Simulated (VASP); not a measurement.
Input of a VASP 6.6.1 run:

INCAR

```
ALGO = Normal
EDIFF = 1E-6
ENCUT = 520
GGA = PE
ISIF = 2
ISMEAR = 0
LASPH = True
LCHARG = False
LREAL = Auto
LWAVE = False
NBANDS = 46
NELM = 80
PREC = Accurate
SIGMA = 0.05
```

File KPOINTS:

```
k-points
0
Gamma
  6 6 6
```

The input POSCAR:

```
MgO
1.0
    0.0000000000      0.0000000000      4.1547826800
   -6.1291196600      0.0000000000      0.0000000000
    3.0645598300     -7.1958828900     -2.0773913400
Mg O
8 8
Direct
    0.0707767400      0.4044999200      0.1415534800
    0.9292232600      0.5955000800      0.8584465200
    0.4292232600      0.2629464400      0.8584465200
    0.5707767400      0.7370535600      0.1415534800
    0.6900773900      0.3537880100      0.3801547800
    0.3099226100      0.6462119900      0.6198452300
    0.8099226200      0.9736332400      0.6198452300
    0.1900773800      0.0263667600      0.3801547600
    0.1901613200      0.3546646200      0.3803226400
    0.8098386800      0.6453353800      0.6196773600
    0.3098386800      0.9743419800      0.6196773600
    0.6901613200      0.0256580200      0.3803226400
    0.5707655600      0.4006875500      0.1415311200
    0.4292344400      0.5993124500      0.8584688800
    0.9292344400      0.2591564300      0.8584688800
    0.0707655600      0.7408435700      0.1415311200
```

Potentials or basis: VASP PAW PBE potentials, release 64 (Mg, O).

Command:

```sh
$ cat potpaw_PBE.64/Mg/POTCAR potpaw_PBE.64/O/POTCAR > POTCAR
$ mpirun -np 1 vasp_std > vasp.out
```

Estimate the pressure.

3.9 GPa.

Predict the band gap on the k mesh.

3.20 eV.

Predict the largest force.

0.099 eV/Å.

Forces on the atoms (eV/Å):
```
Mg   0.008  0.010  0.000
Mg  -0.008 -0.010  0.000
Mg   0.008 -0.010  0.000
Mg  -0.008  0.010  0.000
Mg  -0.025  0.033  0.000
Mg   0.025 -0.033  0.000
Mg  -0.025 -0.033  0.000
Mg   0.025  0.033  0.000
O    0.006  0.011  0.000
O   -0.006 -0.011  0.000
O    0.006 -0.011  0.000
O   -0.006  0.011  0.000
O    0.098 -0.017  0.000
O   -0.098  0.017  0.000
O    0.098  0.017  0.000
O   -0.098 -0.017  0.000
```

Caveat: the cell stands under pressure. A k mesh can miss the band edges.
